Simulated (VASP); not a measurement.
A run of VASP 6.6.1 is set up as follows.

Contents of POSCAR:

```
Sb
1.0
   -1.5765401831      1.5765401831      2.7119384313
    1.5765401831     -1.5765401831      2.7119384313
    1.5765401831      1.5765401831     -2.7119384313
Sb
1
Direct
    0.0000000000      0.0000000000      0.0000000000
```

File INCAR.step1:

```
SYSTEM = Sb
PREC     = Accurate       ! precision mode
ENCUT    = 520            ! plane-wave cutoff, eV
EDIFF    = 1E-5           ! SCF threshold, eV
ISMEAR   = -1             ! smearing method
SIGMA    = 0.05           ! smearing width, eV
LREAL    = .FALSE.        ! projectors in reciprocal space
LASPH    = .TRUE.         ! aspherical terms in the spheres
NELM     = 80             ! most SCF steps
ALGO     = Normal         ! electronic algorithm
ISIF     = 2              ! what is computed and relaxed
LWAVE    = .TRUE.         ! write WAVECAR
LCHARG   = .FALSE.        ! write CHGCAR
GGA      = PE             ! functional
NBANDS   = 8              ! bands
```

Contents of INCAR.step2:

```
SYSTEM = Sb
PREC     = Accurate       ! precision mode
ENCUT    = 520            ! plane-wave cutoff, eV
EDIFF    = 1E-6           ! SCF threshold, eV
ISMEAR   = -1             ! smearing method
SIGMA    = 0.05           ! smearing width, eV
LREAL    = .FALSE.        ! projectors in reciprocal space
LASPH    = .TRUE.         ! aspherical terms in the spheres
NELM     = 80             ! most SCF steps
ALGO     = Normal         ! electronic algorithm
ISIF     = 2              ! what is computed and relaxed
LWAVE    = .FALSE.        ! write WAVECAR
LCHARG   = .FALSE.        ! write CHGCAR
METAGGA  = R2SCAN         ! meta-GGA
LHFCALC  = .TRUE.         ! exact exchange
AEXX     = 0.25           ! exact-exchange fraction
LMIXTAU  = .TRUE.       
PRECFOCK = Normal       
ISTART   = 1            
NBANDS   = 8              ! bands
```

The input KPOINTS:

```
regular mesh
0
G
  6 6 6
  0 0 0
```

Potentials or basis: VASP PAW PBE potentials, release 64 (Sb).

The run is started by

```sh
$ cat potpaw_PBE.64/Sb/POTCAR > POTCAR
$ cp INCAR.step1 INCAR
$ mpirun -np 1 vasp_std > vasp.out
$ cp INCAR.step2 INCAR
$ mpirun -np 1 vasp_std > vasp.out
```

Q: Estimate the band gap on the k mesh.

A: Zero (an odd number of electrons rules out a gap without spin polarisation).

Q: Estimate the pressure.

A: -2.0 GPa.

Stress tensor (GPa, compression positive):
```
-1.42  0.00  0.00
 0.00 -1.42  0.00
 0.00  0.00 -3.26
```

Caveat: the k points lie up to 0.38 Å⁻¹ apart, too coarse for converged energies and pressures of a metal; the PAW data sets were made with another functional, which shifts forces and pressure a little; spin-orbit coupling is left out, which moves the levels of the heavy elements.
